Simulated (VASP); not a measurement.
# Ni (Fm-3m) in VASP: notebook, part 2 of 2

VASP 6.6.1. The steps go on from the part before.

## (3) Electric field gradients, PBEsol, collinear spin, ferromagnetic start

This run uses another cell than the first one, of 11.05 Å³/atom, 0.962 times its volume.

The input, INCAR:

```
SYSTEM = Ni
ALGO = Normal
EDIFF = 1E-8
ENCUT = 520
GGA = PS
ISIF = 2
ISMEAR = -1
ISPIN = 2
LASPH = .TRUE.
LCHARG = .FALSE.
LEFG = .TRUE.
LMAXMIX = 4
LORBIT = 11
LREAL = .FALSE.
LWAVE = .FALSE.
MAGMOM = 1.5
NBANDS = 15
NELM = 150
PREC = Accurate
SIGMA = 0.05
```

The input, KPOINTS:

```
k-points
0
G
  18 18 18
  0 0 0
```

The input, POSCAR:

```
Ni
1.0
    0.0000000000      1.7679500000      1.7679500000
    1.7679500000      0.0000000000      1.7679500000
    1.7679500000      1.7679500000      0.0000000000
Ni
1
Direct
    0.0000000000      0.0000000000      0.0000000000
```

Potentials or basis: VASP PAW PBE potentials, release 64 (Ni).

The run is started by

```bash
> cat potpaw_PBE.64/Ni/POTCAR > POTCAR
> mpirun -np 1 vasp_std > vasp.out
```

OUTCAR:

```text
SYSTEM = Ni
   EDIFF = 1E-8
   ENCUT = 520
   GGA = PS
   ISIF = 2
   ISMEAR = -1
   ISPIN = 2
   LASPH = .TRUE.
   LORBIT = 11
   LREAL = .FALSE.
   NELM = 150
   PREC = Accurate

 ion  position               nearest neighbor table
   1  0.000  0.000  0.000-

  LATTYP: Found a face centered cubic cell.
 ALAT       =     3.5359000000

  Lattice vectors:

 A1 = (   0.0000000000,   1.7679500000,   1.7679500000)
 A2 = (   1.7679500000,   0.0000000000,   1.7679500000)
 A3 = (   1.7679500000,   1.7679500000,   0.0000000000)

Analysis of symmetry for initial positions (statically):
=====================================================================
 Subroutine PRICEL returns:
 Original cell was already a primitive cell.

 Routine SETGRP: Setting up the symmetry group for a
 face centered cubic supercell.

 Subroutine GETGRP returns: Found 48 space group operations
 (whereof 48 operations were pure point group operations)
 out of a pool of 48 trial point group operations.

The static configuration has the point symmetry O_h .

Analysis of symmetry for dynamics (positions and initial velocities):
=====================================================================
 Subroutine PRICEL returns:
 Original cell was already a primitive cell.

 Routine SETGRP: Setting up the symmetry group for a
 face centered cubic supercell.

 Subroutine GETGRP returns: Found 48 space group operations
 (whereof 48 operations were pure point group operations)
 out of a pool of 48 trial point group operations.

The dynamic configuration has the point symmetry O_h .

Analysis of structural, dynamic, and magnetic symmetry:
=====================================================================
[... 1020 lines left out ...]
      5       8.2766      1.00000
      6       8.5970      0.99938
      7      23.8731      0.00000
      8      30.7883      0.00000
      9      34.1658      0.00000
     10      36.1793      0.00000
     11      38.5338      0.00000
     12      38.8414      0.00000
     13      43.1601      0.00000
     14      44.1559      0.00000
     15      47.1579      0.00000

 [... further k-points ...]
[... 5 lines left out ...]
  --------------------------------------------------------------------------------------
  -------------------------------------------------------------------------------------
  Total       -0.8475996     -0.8475996     -0.8475996      0.0000000     -0.0000000      0.0000000
  in kB     -122.8743967   -122.8743967   -122.8743967      0.0000000     -0.0000000      0.0000000
  external PRESSURE =    -122.8743967 kB  Pullay stress =       0.0000000 kB

 VOLUME and BASIS-vectors are now :
 -----------------------------------------------------------------------------
  energy-cutoff  :      520.00
  volume of cell :       11.05
      direct lattice vectors                 reciprocal lattice vectors
     0.000000000  1.767950000  1.767950000    -0.282813428  0.282813428  0.282813428
     1.767950000  0.000000000  1.767950000     0.282813428 -0.282813428  0.282813428
     1.767950000  1.767950000  0.000000000     0.282813428  0.282813428 -0.282813428

 POSITION                                       TOTAL-FORCE (eV/Angst)
 -----------------------------------------------------------------------------------
      0.00000      0.00000      0.00000         0.000000      0.000000      0.000000
 -----------------------------------------------------------------------------------
    total drift:                                0.000000     -0.000000      0.000000

  FREE ENERGIE OF THE ION-ELECTRON SYSTEM (eV)
  ---------------------------------------------------
  free  energy   TOTEN  =        -6.1162090296 eV

  energy  without entropy=       -6.1018690320  energy(sigma->0) =       -6.10903903

 Electric field gradients (V/A^2)
---------------------------------------------------------------------
 ion       V_xx      V_yy      V_zz      V_xy      V_xz      V_yz
---------------------------------------------------------------------
   1      -0.000    -0.000     0.000    -0.002    -0.002    -0.002
---------------------------------------------------------------------

 Electric field gradients after diagonalization (V/A^2)
 (convention: |V_zz| > |V_xx| > |V_yy|)
----------------------------------------------------------------------
 ion       V_xx      V_yy      V_zz     asymmetry (V_yy - V_xx)/ V_zz
----------------------------------------------------------------------
   1       0.002     0.002    -0.003       0.000
----------------------------------------------------------------------

           NMR quadrupolar parameters

 Cq : quadrupolar parameter    Cq=e*Q*V_zz/h
 eta: asymmetry parameters     (V_yy - V_xx)/ V_zz
 Q  : nuclear electric quadrupole moment in mb (millibarn)
----------------------------------------------------------------------
 ion       Cq(MHz)       eta       Q (mb)
----------------------------------------------------------------------
   1      -0.000       0.000       1.000
----------------------------------------------------------------------

 total charge

# of ion       s       p       d       tot
------------------------------------------
    1        0.493   0.488   8.304   9.285

 magnetization (x)

# of ion       s       p       d       tot
------------------------------------------
    1       -0.006  -0.023   0.659   0.629
```

OSZICAR:

```text
N       E                     dE             d eps       ncg     rms          rms(c)
DAV:   1     0.326614080254E+02    0.32661E+02   -0.42052E+03 12388   0.858E+02
DAV:   2    -0.585683590953E+01   -0.38518E+02   -0.35752E+02 13415   0.162E+02
DAV:   3    -0.727243077604E+01   -0.14156E+01   -0.14044E+01 14136   0.307E+01
DAV:   4    -0.728118504389E+01   -0.87543E-02   -0.87529E-02 14517   0.229E+00
DAV:   5    -0.728129503431E+01   -0.10999E-03   -0.10999E-03 14442   0.235E-01    0.108E+01
DAV:   6    -0.655385448856E+01    0.72744E+00   -0.15922E+01 16943   0.448E+01    0.658E+00
DAV:   7    -0.613330782885E+01    0.42055E+00   -0.30245E+00 15707   0.170E+01    0.172E+00
DAV:   8    -0.612047590624E+01    0.12832E-01   -0.24150E-02 13913   0.953E-01    0.914E-01
DAV:   9    -0.611717056577E+01    0.33053E-02   -0.20440E-03 19123   0.254E-01    0.303E-01
DAV:  10    -0.611621396914E+01    0.95660E-03   -0.11929E-03 19452   0.184E-01    0.419E-02
DAV:  11    -0.611620708102E+01    0.68881E-05   -0.24024E-05 17662   0.305E-02    0.280E-02
DAV:  12    -0.611620910804E+01   -0.20270E-05   -0.13208E-06 17558   0.697E-03    0.594E-03
DAV:  13    -0.611620924184E+01   -0.13380E-06   -0.34073E-07 16849   0.470E-03    0.474E-03
DAV:  14    -0.611620909521E+01    0.14663E-06   -0.49930E-08 13433   0.185E-03    0.980E-04
DAV:  15    -0.611620903056E+01    0.64650E-07   -0.89221E-09 11572   0.796E-04    0.205E-04
DAV:  16    -0.611620902956E+01    0.10043E-08   -0.39567E-10  8356   0.196E-04
   1 F= -.61162090E+01 E0= -.61090390E+01  d E =-.143400E-01  mag=     0.6183
```

stdout:

```text
POSCAR found type information on POSCAR Ni
 POSCAR found :  1 types and       1 ions
 scaLAPACK will be used
 -----------------------------------------------------------------------------
|                                                                             |
|                                                                             |
|     You enforced a specific xc type in the INCAR file but a different       |
|     I HOPE YOU KNOW WHAT YOU ARE DOING!                                     |
|                                                                             |
 -----------------------------------------------------------------------------

 LDA part: xc-table for (Slater+PW92), standard interpolation
 POSCAR, INCAR and KPOINTS ok, starting setup
 FFT: planning ... GRIDC
 FFT: planning ... GRID_SOFT
 FFT: planning ... GRID
 WAVECAR not read
 entering main loop
ion   1
```

Run time: 36 s. Hardware: 1 thread of Intel Xeon 6975P-C (Granite Rapids), shared host; peak memory 0.17 GiB.

What came out:

| Quantity | Value |
| --- | --- |
| Free energy | -6.1162 eV |
| Pressure | -12.3 GPa |
| Net moment | 0.62 μB per cell |
| Site moments | Ni +0.63 μB |
| Valence electrons inside the program's atomic spheres | Ni 9.29 |

Caveat: without QUAD_EFG the Cq values of the log hold for a quadrupole moment of 1 mb, not for the nuclei; the PAW data sets were made with another functional, which shifts forces and pressure a little.
